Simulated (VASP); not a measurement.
# Pb (I4/mmm) in VASP: notebook, part 2 of 2

VASP 6.6.1. The steps go on from the part before.

## Step 3: Single point, PBE (strain -0.080 along x and y, +0.000 along z)

File INCAR:

```
SYSTEM = Pb
PREC = Accurate
ENCUT = 520
EDIFF = 1E-6
ISMEAR = 0
SIGMA = 0.15
LREAL = .False.
LASPH = .True.
NELM = 80
ALGO = Fast
ISIF = 2
LWAVE = .False.
LCHARG = .False.
GGA = PE
NBANDS = 13
```

File KPOINTS:

```
regular mesh
0
Gamma
  16 16 16
  0 0 0
```

File POSCAR:

```
Pb
1.0
    0.0000000000      2.2722160000      2.4698000000
    2.2722160000      0.0000000000      2.4698000000
    2.2722160000      2.2722160000      0.0000000000
Pb
1
Direct
    0.0000000000      0.0000000000      0.0000000000
```

Potentials or basis: VASP PAW PBE potentials, release 64 (Pb_d).

On the command line:

```
> cat potpaw_PBE.64/Pb_d/POTCAR > POTCAR
> mpirun -np 1 vasp_std > vasp.out
```

Run time: 1.9 min. Hardware: 1 thread of Intel Xeon Platinum 8259CL at 2.50GHz (Skylake/Cascade Lake), shared host; peak memory 0.23 GiB.

The run converged. Its results:

| Property | Result |
| --- | --- |
| Free energy | -3.3060 eV |
| Pressure | 15.5 GPa |
| Band gap on the k mesh | zero (bands 7 and 8 overlap by 11.13 eV) |

Stress tensor (GPa, compression positive):
```
16.50  0.00  0.00
 0.00 16.50  0.00
 0.00  0.00 13.60
```

Levels at points of the mesh, in eV from the Fermi level:
| k point | band 3 | band 4 | band 5 | band 6 | band 7 | band 8 | band 9 | band 10 | band 11 | band 12 |
| --- | --- | --- | --- | --- | --- | --- | --- | --- | --- | --- |
| (0.00, 0.00, 0.00) | -17.33 | -17.24 | -17.09 | -13.19 | 8.67 | 8.67 | 8.88 | 9.75 | 13.15 | 13.49 |
| (0.50, 0.00, 0.00) | -17.31 | -16.97 | -16.91 | -8.41 | -5.26 | 5.45 | 7.33 | 9.46 | 10.16 | 12.52 |
| (0.50, 0.50, 0.00) | -16.95 | -16.90 | -16.90 | -7.40 | -4.64 | 2.91 | 2.91 | 6.68 | 7.87 | 20.08 |
| (0.50, 0.00, 0.50) | -16.96 | -16.95 | -16.81 | -6.14 | -3.86 | 1.48 | 2.05 | 5.52 | 6.85 | 17.96 |

Caveat: the cell differs from its parent crystal (strain -0.080 along x and y, +0.000 along z); the cell stands under pressure; spin-orbit coupling is left out, which moves the levels of the heavy elements.

## Step 4: Single point, PBE (strain -0.040 along x and y, -0.080 along z)

File INCAR:

```
ALGO = Normal
EDIFF = 1E-6
ENCUT = 520
GGA = PE
ISIF = 2
ISMEAR = 0
LASPH = T
LCHARG = F
LREAL = F
LWAVE = F
NBANDS = 13
NELM = 60
PREC = Accurate
SIGMA = 0.15
```

File KPOINTS:

```
k-points
0
Gamma
  16 16 16
```

File POSCAR:

```
Pb
1.0
    0.0000000000      2.3710080000      2.2722160000
    2.3710080000      0.0000000000      2.2722160000
    2.3710080000      2.3710080000      0.0000000000
Pb
1
Direct
    0.0000000000      0.0000000000      0.0000000000
```

Potentials or basis: VASP PAW PBE potentials, release 64 (Pb_d).

On the command line:

```
> cat potpaw_PBE.64/Pb_d/POTCAR > POTCAR
> mpirun -np 1 vasp_std > vasp.out
```

OUTCAR:

```text
EDIFF = 1E-6
   ENCUT = 520
   GGA = PE
   ISIF = 2
   ISMEAR = 0
   LASPH = T
   LREAL = F
   NELM = 60
   PREC = Accurate

 ion  position               nearest neighbor table
   1  0.000  0.000  0.000-

  LATTYP: Found a body centered tetragonal cell.
 ALAT       =     3.3531116701
 C/A-ratio  =     1.3552879973

  Lattice vectors:

 A1 = (   0.0000000000,  -2.3710080000,  -2.2722160000)
 A2 = (   0.0000000000,   2.3710080000,  -2.2722160000)
 A3 = (   2.3710080000,   0.0000000000,   2.2722160000)

Analysis of symmetry for initial positions (statically):
=====================================================================
 Subroutine PRICEL returns:
 Original cell was already a primitive cell.

 Routine SETGRP: Setting up the symmetry group for a
 body centered tetragonal supercell.

 Subroutine GETGRP returns: Found 16 space group operations
 (whereof 16 operations were pure point group operations)
 out of a pool of 16 trial point group operations.

The static configuration has the point symmetry D_4h.

Analysis of symmetry for dynamics (positions and initial velocities):
[... 169 lines left out ...]
      4      -7.6886      2.00000
      5      -7.6151      2.00000
      6      -3.6752      2.00000
      7      18.1292      0.00000
      8      18.2522      0.00000
      9      18.2522      0.00000
     10      19.1994      0.00000
     11      22.9318      0.00000
     12      23.2490      0.00000
     13      23.2535      0.00000
[... 354 lines left out ...]
  band No.  band energies     occupation
      1      -7.9124      2.00000
      2      -7.8883      2.00000
      3      -7.8061      2.00000
      4      -7.6973      2.00000
      5      -7.6115      2.00000
      6      -3.4432      2.00000
      7      16.2970      0.00000
      8      16.9079      0.00000
      9      18.3820      0.00000
     10      19.2548      0.00000
     11      22.6950      0.00000
     12      23.3067      0.00000
     13      23.4289      0.00000

 [... further k-points ...]

------------------------ aborting loop because EDIFF is reached ----------------------------------------

  FORCE on cell =-STRESS in cart. coord.  units (eV):
  Direction    XX          YY          ZZ          XY          YZ          ZX
  --------------------------------------------------------------------------------------
  -------------------------------------------------------------------------------------
  Total        2.4045714      2.4045714      2.4932340      0.0000000     -0.0000000     -0.0000000
  in kB      150.8004416    150.8004416    156.3608327      0.0000000     -0.0000000     -0.0000000
  external PRESSURE =     152.6539053 kB  Pullay stress =       0.0000000 kB

 VOLUME and BASIS-vectors are now :
 -----------------------------------------------------------------------------
  energy-cutoff  :      520.00
  volume of cell :       25.55
      direct lattice vectors                 reciprocal lattice vectors
     0.000000000  2.371008000  2.272216000    -0.210880773  0.210880773  0.220049502
     2.371008000  0.000000000  2.272216000     0.210880773 -0.210880773  0.220049502
     2.371008000  2.371008000  0.000000000     0.210880773  0.210880773 -0.220049502

 POSITION                                       TOTAL-FORCE (eV/Angst)
 -----------------------------------------------------------------------------------
      0.00000      0.00000      0.00000         0.000000      0.000000      0.000000
 -----------------------------------------------------------------------------------
    total drift:                               -0.000000     -0.000000      0.000000

  FREE ENERGIE OF THE ION-ELECTRON SYSTEM (eV)
  ---------------------------------------------------
  free  energy   TOTEN  =        -3.3183038420 eV

  energy  without entropy=       -3.3137081248  energy(sigma->0) =       -3.31600598
```

stdout:

```text
POSCAR found type information on POSCAR Pb
 POSCAR found :  1 types and       1 ions
 scaLAPACK will be used
 LDA part: xc-table for (Slater+PW92), standard interpolation
 POSCAR, INCAR and KPOINTS ok, starting setup
 FFT: planning ... GRIDC
 FFT: planning ... GRID_SOFT
 FFT: planning ... GRID
 WAVECAR not read
 entering main loop
```

Wall time 65 s (1 thread of Intel Xeon Platinum 8259CL at 2.50GHz (Skylake/Cascade Lake), shared host); peak memory 0.23 GiB.

What came out:

```
Free energy            : -3.3183 eV
Pressure               : 15.3 GPa
Band gap on the k mesh : zero (bands 7 and 8 overlap by 10.89 eV)
```

Caveat: the cell differs from its parent crystal (strain -0.040 along x and y, -0.080 along z); the cell stands under pressure; spin-orbit coupling is left out, which moves the levels of the heavy elements.

## Step 5: Overview

| cell | gap on the mesh (eV) | pressure (GPa) |
| --- | --- | --- |
| a = 3.703, b = 3.703, c = 3.772 Å, angles 59.4, 59.4, 61.2°, 1 atom | none | -3.9 |
| a = 3.356, b = 3.356, c = 3.213 Å, angles 61.4, 61.4, 57.2°, 1 atom | none | 15.5 |
| a = 3.284, b = 3.284, c = 3.353 Å, angles 59.3, 59.3, 61.4°, 1 atom | none | 15.3 |

Alike in all rows: task single point; level PBE; potentials or basis VASP PAW PBE potentials, release 64 (Pb_d); no spin polarisation; k mesh 16 × 16 × 16; cutoff (eV) 520; smearing gaussian 0.15 eV.

Caveats: spin-orbit coupling is left out, which moves the levels of the heavy elements; the cell stands under pressure (at least some runs); the cell stands under tension (at least some runs).

Absolute energies hang on the potentials; compare differences alone.
